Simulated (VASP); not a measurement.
Set up this calculation in VASP 6.6.1, as the native input.

```
Task                   : single point
Functional             : PBEsol
Potentials or basis    : VASP PAW PBE potentials, release 64 (Os)
Cutoff                 : 520 eV
k mesh                 : 15 × 15 × 8
Occupations            : gaussian, width 0.1 eV
Spin                   : no spin polarisation
Dipole correction      : no
Further INCAR settings : ALGO = Normal; EDIFF = 1e-06; NBANDS = 15
```

The structure of Os lies in POSCAR:

```
Os
1.0
    2.6895239996      0.0000000000      0.0000000000
   -1.3447619998      2.3291961078      0.0000000000
    0.0000000000      0.0000000000      4.3453511174
Os
2
Direct
    0.3333333333      0.6666666667      0.2500000000
    0.6666666667      0.3333333333      0.7500000000
```

One way to write it, as run:

INCAR

```
SYSTEM = Os
ALGO = Normal
EDIFF = 1E-6
ENCUT = 520
GGA = PS
ISIF = 2
ISMEAR = 0
LASPH = .TRUE.
LCHARG = .FALSE.
LREAL = .FALSE.
LWAVE = .FALSE.
NBANDS = 15
NELM = 60
PREC = Accurate
SIGMA = 0.1
```

KPOINTS

```
k-points
0
G
  15 15 8
  0 0 0
```

Potentials or basis: VASP PAW PBE potentials, release 64 (Os).

Command:

```console
$ cat potpaw_PBE.64/Os/POTCAR > POTCAR
$ mpirun -np 1 vasp_std > vasp.out
```

It gave:

* Pressure: 9.9 GPa
* Band gap on the k mesh: zero (band 8 reaches 12.05 eV, above the bottom of band 9 at 7.89 eV)

Caveat: the PAW data sets were made with another functional, which shifts forces and pressure a little; spin-orbit coupling is left out, which moves the levels of the heavy elements.

Run time: 36 s on 1 thread of AMD EPYC 7R13 Processor (Zen 3), with other jobs on the host, peak memory 0.14 GiB.
